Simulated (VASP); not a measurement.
# MgS (Fm-3m) in VASP: further runs, part 2 of 2

VASP 6.6.1.

### 3 Single point, PBE (volume changed by +3%)

Contents of INCAR:

```
SYSTEM = MgS
PREC = Accurate
ENCUT = 520
EDIFF = 1E-6
ISMEAR = 0
SIGMA = 0.01
LREAL = .FALSE.
LASPH = .TRUE.
NELM = 80
ALGO = Normal
ISIF = 2
LWAVE = .FALSE.
LCHARG = .FALSE.
GGA = PE
NBANDS = 11
```

Contents of KPOINTS:

```
regular mesh
0
G
  8 8 8
  0 0 0
```

Contents of POSCAR:

```
MgS
1.0
    0.0000000000      2.6407043832      2.6407043832
    2.6407043832      0.0000000000      2.6407043832
    2.6407043832      2.6407043832      0.0000000000
Mg S
1 1
Direct
    0.0000000000      0.0000000000      0.0000000000
    0.5000000000      0.5000000000      0.5000000000
```

Potentials or basis: VASP PAW PBE potentials, release 64 (Mg, S).

Run with:

```console
$ cat potpaw_PBE.64/Mg/POTCAR potpaw_PBE.64/S/POTCAR > POTCAR
$ mpirun -np 1 vasp_std > vasp.out
```

OUTCAR:

```text
SYSTEM = MgS
   PREC = Accurate
   ENCUT = 520
   EDIFF = 1E-6
   ISMEAR = 0
   LREAL = .FALSE.
   LASPH = .TRUE.
   NELM = 80
   ISIF = 2
   GGA = PE

 ion  position               nearest neighbor table
   1  0.000  0.000  0.000-   2 2.64   2 2.64   2 2.64   2 2.64   2 2.64   2 2.64
   2  0.500  0.500  0.500-   1 2.64   1 2.64   1 2.64   1 2.64   1 2.64   1 2.64

  LATTYP: Found a face centered cubic cell.
 ALAT       =     5.2814087664

  Lattice vectors:

 A1 = (   0.0000000000,   2.6407043832,   2.6407043832)
 A2 = (   2.6407043832,   0.0000000000,   2.6407043832)
 A3 = (   2.6407043832,   2.6407043832,   0.0000000000)

Analysis of symmetry for initial positions (statically):
=====================================================================
 Subroutine PRICEL returns:
 Original cell was already a primitive cell.

 Routine SETGRP: Setting up the symmetry group for a
 face centered cubic supercell.

 Subroutine GETGRP returns: Found 48 space group operations
 (whereof 48 operations were pure point group operations)
 out of a pool of 48 trial point group operations.

The static configuration has the point symmetry O_h .

Analysis of symmetry for dynamics (positions and initial velocities):
=====================================================================
 Subroutine PRICEL returns:
 Original cell was already a primitive cell.

 Routine SETGRP: Setting up the symmetry group for a
 face centered cubic supercell.

 Subroutine GETGRP returns: Found 48 space group operations
 (whereof 48 operations were pure point group operations)
 out of a pool of 48 trial point group operations.

The dynamic configuration has the point symmetry O_h .

 Subroutine INISYM returns: Found 48 space group operations
 (whereof 48 operations are pure point group operations),
 and found     1 'primitive' translations

----------------------------------------------------------------------------------------

[... 114 lines left out ...]
  Fermi-wavevector in a.u.,A,eV,Ry     =   0.984106  1.859690 13.176751  0.968464
  Thomas-Fermi vector in A             =   2.115314
   LORBIT       =      0    0 simple, 1 ext, 2 COOP (PROOUT), +10 PAW based schemes
   GGA     = PE    functional components
   LHFCALC =     F    Hartree Fock is set to
   AEXX    =    0.0000 exact exchange contribution
   IVDW    =     0    specifies the selected vdW correction
   LEPSILON=     F    determine dielectric tensor
   LRPA    =     F    only Hartree local field effects (RPA)
 non-spin polarized calculation
 Gauss-broadening in eV      SIGMA  =   0.01
  energy-cutoff  :      520.00
  volume of cell :       36.83
 maximum number of plane-waves:      1002
   NGX = 13   NGY = 13   NGZ = 13

 number of electron       8.0000001 magnetization

 Free energy of the ion-electron system (eV)
  ---------------------------------------------------
  ext. energy  EPLUGINS =         0.00000000
  ---------------------------------------------------
  free energy    TOTEN  =        -8.49422177 eV

  energy without entropy =       -8.49422177  energy(sigma->0) =       -8.49422177

 E-fermi :   3.4023     XC(G=0):  -9.5053

 val. band max:        3.3365097523   @ k =   0.0000   0.0000   0.0000
 cond. band min:       6.0132524404   @ k =   0.5000   0.5000   0.0000
 fundamental gap:      2.6767426882
 Fermi energy:         3.4023193416

 k-point     1 :       0.0000    0.0000    0.0000
  band No.  band energies     occupation
      1      -9.0842      2.00000
      2       3.3365      2.00000
      3       3.3365      2.00000
      4       3.3365      2.00000
      5       6.7035      0.00000
      6      11.3145      0.00000
      7      11.3145      0.00000
      8      11.3145      0.00000
      9      13.6331      0.00000
     10      13.6331      0.00000
     11      15.7659      0.00000
[... 309 lines left out ...]
 k-point    24 :      -0.3750    0.2500    0.1250
  band No.  band energies     occupation
      1      -7.7116      2.00000
      2      -0.7525      2.00000
      3       1.3320      2.00000
      4       2.2659      2.00000
      5       8.7911      0.00000
      6       9.3487      0.00000
      7      11.6094      0.00000
      8      12.5337      0.00000
      9      15.4044      0.00000
     10      16.2603      0.00000
     11      18.6235      0.00000

 [... further k-points ...]
[... 5 lines left out ...]
  --------------------------------------------------------------------------------------
  -------------------------------------------------------------------------------------
  Total       -0.5370927     -0.5370927     -0.5370927     -0.0000000      0.0000000     -0.0000000
  in kB      -23.3652522    -23.3652522    -23.3652522     -0.0000000      0.0000000     -0.0000000
  external PRESSURE =     -23.3652522 kB  Pullay stress =       0.0000000 kB

 VOLUME and BASIS-vectors are now :
 -----------------------------------------------------------------------------
  energy-cutoff  :      520.00
  volume of cell :       36.83
      direct lattice vectors                 reciprocal lattice vectors
     0.000000000  2.640704383  2.640704383    -0.189343420  0.189343420  0.189343420
     2.640704383  0.000000000  2.640704383     0.189343420 -0.189343420  0.189343420
     2.640704383  2.640704383  0.000000000     0.189343420  0.189343420 -0.189343420

 POSITION                                       TOTAL-FORCE (eV/Angst)
 -----------------------------------------------------------------------------------
      0.00000      0.00000      0.00000        -0.000000     -0.000000     -0.000000
      2.64070      2.64070      2.64070         0.000000      0.000000      0.000000
 -----------------------------------------------------------------------------------
    total drift:                                0.000000      0.000000      0.000000

  FREE ENERGIE OF THE ION-ELECTRON SYSTEM (eV)
  ---------------------------------------------------
  free  energy   TOTEN  =        -8.4942217742 eV

  energy  without entropy=       -8.4942217742  energy(sigma->0) =       -8.49422177
```

stdout:

```text
POSCAR found type information on POSCAR MgS
 POSCAR found :  2 types and       2 ions
 scaLAPACK will be used
 LDA part: xc-table for (Slater+PW92), standard interpolation
 POSCAR, INCAR and KPOINTS ok, starting setup
 FFT: planning ... GRIDC
 FFT: planning ... GRID_SOFT
 FFT: planning ... GRID
 WAVECAR not read
 entering main loop
```

Run time: 27 s. Hardware: 1 thread of AMD EPYC 7R13, shared host; peak memory 0.13 GiB.

What came out:

```
Free energy            : -8.4942 eV
Pressure               : -2.3 GPa
Band gap on the k mesh : 2.68 eV, indirect (least direct gap 3.37 eV)
```

Levels at points of the mesh, in eV from the valence-band top:
```
           k point  band 1  band 2  band 3  band 4  band 5  band 6  band 7  band 8  band 9
(0.00, 0.00, 0.00)  -12.42    0.00    0.00    0.00    3.37    7.98    7.98    7.98   10.30
(0.50, 0.00, 0.00)  -11.23   -4.60   -0.54   -0.54    4.48    6.85    6.85    9.62   11.91
(0.50, 0.50, 0.00)  -10.89   -3.96   -1.58   -1.58    2.68    4.52   11.57   12.69   12.91
```

### 4 Single point, PBE (volume changed by +6%)

Contents of INCAR:

```
PREC = Accurate ; ENCUT = 520
EDIFF = 1E-7 ; ISMEAR = 0
SIGMA = 0.01 ; LREAL = False
LASPH = True ; NELM = 60
ALGO = Normal ; ISIF = 2
LWAVE = False ; LCHARG = False
GGA = PE ; NBANDS = 11
```

Contents of KPOINTS:

```
regular mesh
0
Gamma
  8 8 8
```

Contents of POSCAR:

```
MgS
1.0
    0.0000000000      2.6660973292      2.6660973292
    2.6660973292      0.0000000000      2.6660973292
    2.6660973292      2.6660973292      0.0000000000
Mg S
1 1
Direct
    0.0000000000      0.0000000000      0.0000000000
    0.5000000000      0.5000000000      0.5000000000
```

Run with:

```console
$ cat potpaw_PBE.64/Mg/POTCAR potpaw_PBE.64/S/POTCAR > POTCAR
$ mpirun -np 1 vasp_std > vasp.out
```

Run time: 28 s. Hardware: 1 thread of AMD EPYC 7R13, shared host; peak memory 0.13 GiB.

Results (log left out):

```yaml
Free_energy: -8.4728 eV
Pressure: -4.1 GPa
Band_gap_on_the_k_mesh: 2.61 eV, indirect (least direct gap 3.16 eV)
```

Levels at points of the mesh, in eV from the valence-band top:
```
           k point  band 2  band 3  band 4  band 5  band 6  band 7
(0.00, 0.00, 0.00)    0.00    0.00    0.00    3.16    7.99    7.99
(0.50, 0.00, 0.00)   -4.46   -0.51   -0.51    4.44    6.81    6.81
(0.50, 0.50, 0.00)   -3.82   -1.52   -1.52    2.61    4.60   11.30
```

### 5 Single point, r2SCAN (volume changed by -6%)

Contents of POSCAR:

```
MgS
1.0
    0.0000000000      2.5484108327      2.5484108327
    2.5484108327      0.0000000000      2.5484108327
    2.5484108327      2.5484108327      0.0000000000
Mg S
1 1
Direct
    0.0000000000      0.0000000000      0.0000000000
    0.5000000000      0.5000000000      0.5000000000
```

Contents of INCAR.step1:

```
SYSTEM = MgS
PREC = Accurate ; ENCUT = 520
ISMEAR = 0 ; SIGMA = 0.01
LREAL = .FALSE. ; LASPH = .TRUE.
NELM = 60 ; NBANDS = 11
GGA = PE ; ALGO = Normal
EDIFF = 1E-4 ; LWAVE = .TRUE.
LCHARG = .FALSE.
```

Contents of INCAR.step2:

```
SYSTEM = MgS
PREC = Accurate ; ENCUT = 520
EDIFF = 1E-7 ; ISMEAR = 0
SIGMA = 0.01 ; LREAL = .FALSE.
LASPH = .TRUE. ; NELM = 60
ALGO = Normal ; ISIF = 2
LWAVE = .FALSE. ; LCHARG = .FALSE.
METAGGA = R2SCAN ; LMIXTAU = .TRUE.
NBANDS = 11 ; ISTART = 1
```

Contents of KPOINTS:

```
regular mesh
0
G
  8 8 8
  0 0 0
```

Potentials or basis: VASP PAW PBE potentials, release 64 (Mg, S).

Run with:

```console
$ cat potpaw_PBE.64/Mg/POTCAR potpaw_PBE.64/S/POTCAR > POTCAR
$ cp INCAR.step1 INCAR
$ mpirun -np 1 vasp_std > vasp.out
$ cp INCAR.step2 INCAR
$ mpirun -np 1 vasp_std > vasp.out
```

OUTCAR:

```text
SYSTEM = MgS
   PREC = Accurate
   ENCUT = 520
   EDIFF = 1E-7
   ISMEAR = 0
   LREAL = .FALSE.
   LASPH = .TRUE.
   NELM = 60
   ISIF = 2
   METAGGA = R2SCAN
   ISTART = 1

 ion  position               nearest neighbor table
   1  0.000  0.000  0.000-   2 2.55   2 2.55   2 2.55   2 2.55   2 2.55   2 2.55
   2  0.500  0.500  0.500-   1 2.55   1 2.55   1 2.55   1 2.55   1 2.55   1 2.55

  LATTYP: Found a face centered cubic cell.
 ALAT       =     5.0968216654

  Lattice vectors:

 A1 = (   0.0000000000,   2.5484108327,   2.5484108327)
 A2 = (   2.5484108327,   0.0000000000,   2.5484108327)
 A3 = (   2.5484108327,   2.5484108327,   0.0000000000)

Analysis of symmetry for initial positions (statically):
=====================================================================
 Subroutine PRICEL returns:
 Original cell was already a primitive cell.

 Routine SETGRP: Setting up the symmetry group for a
 face centered cubic supercell.

 Subroutine GETGRP returns: Found 48 space group operations
 (whereof 48 operations were pure point group operations)
 out of a pool of 48 trial point group operations.

The static configuration has the point symmetry O_h .

Analysis of symmetry for dynamics (positions and initial velocities):
=====================================================================
 Subroutine PRICEL returns:
 Original cell was already a primitive cell.

 Routine SETGRP: Setting up the symmetry group for a
 face centered cubic supercell.

 Subroutine GETGRP returns: Found 48 space group operations
 (whereof 48 operations were pure point group operations)
 out of a pool of 48 trial point group operations.

The dynamic configuration has the point symmetry O_h .

 Subroutine INISYM returns: Found 48 space group operations
 (whereof 48 operations are pure point group operations),
 and found     1 'primitive' translations

----------------------------------------------------------------------------------------

                                     Primitive cell
[... 114 lines left out ...]
  Thomas-Fermi vector in A             =   2.153277
   LORBIT       =      0    0 simple, 1 ext, 2 COOP (PROOUT), +10 PAW based schemes
   METAGGA = R2SCAN    functional components
   LHFCALC =     F    Hartree Fock is set to
   AEXX    =    0.0000 exact exchange contribution
   IVDW    =     0    specifies the selected vdW correction
   LEPSILON=     F    determine dielectric tensor
   LRPA    =     F    only Hartree local field effects (RPA)
 non-spin polarized calculation
 Gauss-broadening in eV      SIGMA  =   0.01
  energy-cutoff  :      520.00
  volume of cell :       33.10
 maximum number of plane-waves:       911
   NGX = 13   NGY = 13   NGZ = 13

 number of electron       7.9999999 magnetization

 Free energy of the ion-electron system (eV)
  ---------------------------------------------------
  ext. energy  EPLUGINS =         0.00000000
  ---------------------------------------------------
  free energy    TOTEN  =       -15.48147406 eV

  energy without entropy =      -15.48147406  energy(sigma->0) =      -15.48147406

 E-fermi :   4.1928     XC(G=0): -10.3678

 val. band max:        4.0646396255   @ k =   0.0000   0.0000   0.0000
 cond. band min:       7.6301685264   @ k =   0.5000   0.5000   0.0000
 fundamental gap:      3.5655289009
 Fermi energy:         4.1928010644

 k-point     1 :       0.0000    0.0000    0.0000
  band No.  band energies     occupation
      1      -9.4974      2.00000
      2       4.0646      2.00000
      3       4.0646      2.00000
      4       4.0646      2.00000
      5       9.2230      0.00000
      6      12.5437      0.00000
      7      12.5437      0.00000
      8      12.5437      0.00000
      9      15.0729      0.00000
     10      15.0729      0.00000
     11      17.7764      0.00000
[... 309 lines left out ...]
 k-point    24 :      -0.3750    0.2500    0.1250
  band No.  band energies     occupation
      1      -7.7691      2.00000
      2      -0.6042      2.00000
      3       1.7039      2.00000
      4       2.7708      2.00000
      5      10.4251      0.00000
      6      10.9672      0.00000
      7      13.3638      0.00000
      8      14.5918      0.00000
      9      17.4653      0.00000
     10      19.0522      0.00000
     11      20.9460      0.00000

 [... further k-points ...]
[... 5 lines left out ...]
  --------------------------------------------------------------------------------------
  -------------------------------------------------------------------------------------
  Total        1.0512477      1.0512477      1.0512477     -0.0000000      0.0000000     -0.0000000
  in kB       50.8835397     50.8835397     50.8835397     -0.0000000      0.0000000     -0.0000000
  external PRESSURE =      50.8835397 kB  Pullay stress =       0.0000000 kB

 VOLUME and BASIS-vectors are now :
 -----------------------------------------------------------------------------
  energy-cutoff  :      520.00
  volume of cell :       33.10
      direct lattice vectors                 reciprocal lattice vectors
     0.000000000  2.548410833  2.548410833    -0.196200704  0.196200704  0.196200704
     2.548410833  0.000000000  2.548410833     0.196200704 -0.196200704  0.196200704
     2.548410833  2.548410833  0.000000000     0.196200704  0.196200704 -0.196200704

 POSITION                                       TOTAL-FORCE (eV/Angst)
 -----------------------------------------------------------------------------------
      0.00000      0.00000      0.00000        -0.000000     -0.000000     -0.000000
      2.54841      2.54841      2.54841         0.000000      0.000000      0.000000
 -----------------------------------------------------------------------------------
    total drift:                                0.000000      0.000000      0.000000

  FREE ENERGIE OF THE ION-ELECTRON SYSTEM (eV)
  ---------------------------------------------------
  free  energy   TOTEN  =       -15.4814740602 eV

  energy  without entropy=      -15.4814740602  energy(sigma->0) =      -15.48147406
```

OUTCAR.step1:

```text
SYSTEM = MgS
   PREC = Accurate
   ENCUT = 520
   ISMEAR = 0
   LREAL = .FALSE.
   LASPH = .TRUE.
[... 557 lines left out ...]
      0.00000      0.00000      0.00000        -0.000000     -0.000000     -0.000000
      2.54841      2.54841      2.54841         0.000000      0.000000      0.000000
 -----------------------------------------------------------------------------------
    total drift:                                0.000000      0.000000      0.000000

  FREE ENERGIE OF THE ION-ELECTRON SYSTEM (eV)
  ---------------------------------------------------
  free  energy   TOTEN  =        -8.4554527111 eV

  energy  without entropy=       -8.4554527111  energy(sigma->0) =       -8.45545271
```

It took 2.6 min on 1 thread of AMD EPYC 7R13, shared host; peak memory 0.13 GiB.

Results:

```yaml
Free_energy: -15.4815 eV
Pressure: 5.1 GPa
Band_gap_on_the_k_mesh: 3.57 eV, indirect (least direct gap 5.16 eV)
```

Caveat: the PAW data sets were made with another functional, which shifts forces and pressure a little.

### 6 Single point, r2SCAN (volume changed by -3%)

Contents of POSCAR:

```
MgS
1.0
    0.0000000000      2.5752381814      2.5752381814
    2.5752381814      0.0000000000      2.5752381814
    2.5752381814      2.5752381814      0.0000000000
Mg S
1 1
Direct
    0.0000000000      0.0000000000      0.0000000000
    0.5000000000      0.5000000000      0.5000000000
```

Contents of INCAR.step1:

```
PREC = Accurate
ENCUT = 520
ISMEAR = 0
SIGMA = 0.01
LREAL = F
LASPH = T
NELM = 100
NBANDS = 11
GGA = PE
ALGO = Normal
EDIFF = 1E-4
LWAVE = T
LCHARG = F
```

Contents of INCAR.step2:

```
PREC = Accurate
ENCUT = 520
EDIFF = 1E-6
ISMEAR = 0
SIGMA = 0.01
LREAL = F
LASPH = T
NELM = 100
ALGO = Normal
ISIF = 2
LWAVE = F
LCHARG = T
METAGGA = R2SCAN
LMIXTAU = T
LELF = T
LVHAR = T
NBANDS = 11
ISTART = 1
```

Contents of KPOINTS:

```
regular mesh
0
Gamma
  8 8 8
```

Potentials or basis: VASP PAW PBE potentials, release 64 (Mg, S).

Run with:

```console
$ cat potpaw_PBE.64/Mg/POTCAR potpaw_PBE.64/S/POTCAR > POTCAR
$ cp INCAR.step1 INCAR
$ mpirun -np 1 vasp_std > vasp.out
$ cp INCAR.step2 INCAR
$ mpirun -np 1 vasp_std > vasp.out
```

Run time: 2.6 min. Hardware: 1 thread of AMD EPYC 7R13, shared host; peak memory 0.14 GiB.

The run converged. Its results:

```yaml
Free_energy: -15.5051 eV
Pressure: 2.1 GPa
Band_gap_on_the_k_mesh: 3.50 eV, indirect (least direct gap 4.88 eV)
```

Levels at points of the mesh, in eV from the valence-band top:
| k point | band 1 | band 2 | band 3 | band 4 | band 5 | band 6 | band 7 | band 8 | band 9 |
| --- | --- | --- | --- | --- | --- | --- | --- | --- | --- |
| (0.00, 0.00, 0.00) | -13.37 | 0.00 | 0.00 | 0.00 | 4.88 | 8.51 | 8.51 | 8.51 | 10.98 |
| (0.50, 0.00, 0.00) | -11.95 | -5.05 | -0.66 | -0.66 | 5.26 | 7.54 | 7.54 | 11.59 | 13.43 |
| (0.50, 0.50, 0.00) | -11.54 | -4.44 | -1.80 | -1.80 | 3.50 | 4.83 | 13.47 | 13.58 | 14.87 |

Caveat: the PAW data sets were made with another functional, which shifts forces and pressure a little. A k mesh can miss the band edges.

### 7 Overview

```tsv
level	cell	gap on the mesh (eV)	pressure (GPa)
PBE	a = 3.661 Å, angles 60.0°, 2 atoms	2.81	2.1
PBE	a = 3.735 Å, angles 60.0°, 2 atoms	2.68	-2.3
PBE	a = 3.770 Å, angles 60.0°, 2 atoms	2.61	-4.1
r2SCAN	a = 3.604 Å, angles 60.0°, 2 atoms	3.57	5.1
r2SCAN	a = 3.642 Å, angles 60.0°, 2 atoms	3.50	2.1
```

Alike in all rows: task single point; potentials or basis VASP PAW PBE potentials, release 64 (Mg, S); no spin polarisation; k mesh 8 × 8 × 8; cutoff (eV) 520; smearing gaussian 0.01 eV.

Caveats: the PAW data sets were made with another functional, which shifts forces and pressure a little (some runs).

Total energies depend on the potentials used, so only differences within one code and one set of settings carry meaning.
